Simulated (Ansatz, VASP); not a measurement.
Two plane-wave programs on KSi2

```
CELL_PARAMETERS angstrom
1.96730 1.13582 5.95428
-1.96730 1.13582 5.95428
0.00000 -2.27164 5.95428
ATOMIC_POSITIONS crystal
K 0.99552 0.99552 0.99552
Si 0.18805 0.18805 0.18805
Si 0.48312 0.48312 0.48312
```

Alike in both runs: functional PBE; k mesh 12 × 12 × 12; occupations gaussian, width 0.1 eV; no spin polarisation.

Ansatz relaxed the structure, and its values are those at the end. VASP's run is a single point on that final structure, the one shown.

|  | VASP | Ansatz |
| --- | --- | --- |
| version | VASP 6.6.1 | Ansatz 0.2.0 |
| potentials or method | VASP PAW PBE potentials, release 64 (K_sv, Si), cutoff 520 eV | scalar-relativistic, plane waves, PAW |
| valence electrons in the cell | 17 | 17 |

|  | VASP | Ansatz | Ansatz less VASP |
| --- | --- | --- | --- |
| gap on the k mesh at the Fermi level (eV) | none | none | - |
| pressure (GPa) | 0.0 | 0.0 | +0.01 |
| rms of the force components (eV/Å) | 0.003 | 0.001 | -0.0019 |

A gap of «none» marks a metal or a gap that the smearing closes. The functional is the same, so the differences come from potentials, cutoffs and numerics.
